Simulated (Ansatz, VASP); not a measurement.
## BAs: VASP beside Ansatz

```
CELL_PARAMETERS angstrom
0.00000 2.39644 2.39644
2.39644 0.00000 2.39644
2.39644 2.39644 0.00000
ATOMIC_POSITIONS crystal
B 0.00000 0.00000 0.00000
As 0.75000 0.75000 0.75000
```

Change from the starting cell: volume scaled by 1.01, PAW files.

Alike in both runs: task electric field gradients; functional LDA; k mesh 15 × 15 × 15; occupations fermi-dirac, width 0.03 eV; no spin polarisation.

|  | VASP | Ansatz |
| --- | --- | --- |
| version | VASP 6.6.1 | Ansatz 0.2.0 |
| potentials or method | VASP PAW LDA potentials, release 64 (B, As) | PAW with Ansatz's default frozen-core files, scalar-relativistic |
| plane-wave cutoff (eV) | 520 | 420 |
| valence electrons in the cell | 8 | 18 |

```tsv
	VASP	Ansatz	Ansatz less VASP
gap on the k mesh at the Fermi level (eV)	1.13	1.14	+0.007
pressure (GPa)	-4.4	-5.2	-0.80
```

LDA's correlation is that of Perdew and Zunger in VASP and of Perdew and Wang (1992) in Ansatz. VASP's potentials hold 8 valence electrons a cell and Ansatz's 18, so a difference there can come from the potentials and not from the codes.
